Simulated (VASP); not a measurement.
Li2TiO2:

```
CELL_PARAMETERS angstrom
4.15979 0.00000 0.00000
-2.07990 3.60249 0.00000
0.00000 0.00000 3.54148
ATOMIC_POSITIONS crystal
Li 0.33333 0.66667 0.15662
Li 0.66667 0.33333 0.15662
Ti 0.00000 0.00000 0.08043
O 0.33333 0.66667 0.65556
O 0.66667 0.33333 0.65556
```

| Item | Value |
| --- | --- |
| Program | VASP 6.6.1 |
| Task | relaxation of cell and atoms |
| Functional | PBE |
| Potentials or basis | VASP PAW PBE potentials, release 64 (Li_sv, Ti_sv, O) |
| Cutoff | 600 eV |
| k mesh | 6 × 6 × 6 |
| Occupations | gaussian, width 0.1 eV |
| Spin | collinear spin, ferromagnetic start |
| Starting moments | [0.0, 0.0, 1.0, 0.0, 0.0] μB |

At the start: pressure 3.3 GPa; volume 10.61 Å³/atom.

**Question.** How do energy, volume and symmetry change on relaxing?

**Answer.** Over 22 steps the energy falls by 1453.2 meV/atom and the volume is 9.76 Å³/atom (-8.0 %); space group P6/mmm (No. 191, to 0.05 Å); moment 0.00 μB per cell.

Step by step:
| step | energy change (eV) | largest force (eV/Å) | pressure (GPa) | volume (Å³) |
| --- | --- | --- | --- | --- |
| 1 | 0.0000 | 1.3130 | 3.26 | 53.07 |
| 2 | -1.2009 | 1.6669 | 10.30 | 54.16 |
| 3 | -1.2134 | 1.6426 | 9.23 | 54.13 |
| 4 | -1.6053 | 2.2651 | 2.43 | 59.45 |
| 5 | -1.9237 | 2.8429 | -6.94 | 71.09 |
| 6 | -2.0993 | 2.9326 | -8.43 | 73.01 |
| 7 | -2.4222 | 2.5849 | -12.06 | 78.97 |
| 8 | -2.9389 | 2.5163 | -12.07 | 76.87 |
| 9 | -4.3045 | 1.5839 | -11.79 | 70.74 |
| 10 | -4.1774 | 4.9584 | -4.47 | 59.26 |
| 11 | -4.8832 | 2.4362 | -10.43 | 65.99 |
| 12 | -5.6811 | 1.8240 | -11.18 | 61.25 |
| 13 | -6.0517 | 3.2414 | -9.65 | 56.89 |
| 14 | -6.0792 | 3.7346 | -8.62 | 55.61 |
| 15 | -6.5780 | 3.1029 | -6.20 | 52.88 |
| 16 | -7.1436 | 1.1329 | 3.20 | 47.71 |
| 17 | -7.1559 | 0.8586 | 6.94 | 46.44 |
| 18 | -7.1592 | 0.8805 | 5.80 | 46.81 |
| 19 | -7.2541 | 0.1598 | 2.51 | 47.83 |
| 20 | -7.2616 | 0.2275 | 1.46 | 48.23 |
| 21 | -7.2655 | 0.0630 | 0.39 | 48.65 |
| 22 | -7.2659 | 0.0034 | 0.00 | 48.80 |

Final structure:
```
CELL_PARAMETERS angstrom
3.90909 0.00000 0.00000
-1.95455 3.38537 0.00000
0.00000 0.00000 3.68792
ATOMIC_POSITIONS crystal
Li 0.33333 0.66667 0.24090
Li 0.66667 0.33333 0.24090
Ti 0.00000 0.00000 0.74098
O 0.33333 0.66667 0.74100
O 0.66667 0.33333 0.74100
```

Caveat: the cutoff is under 1.25 times the usual one of these potentials, so pressure, stress and relaxed cells hold a basis-set (Pulay) error.
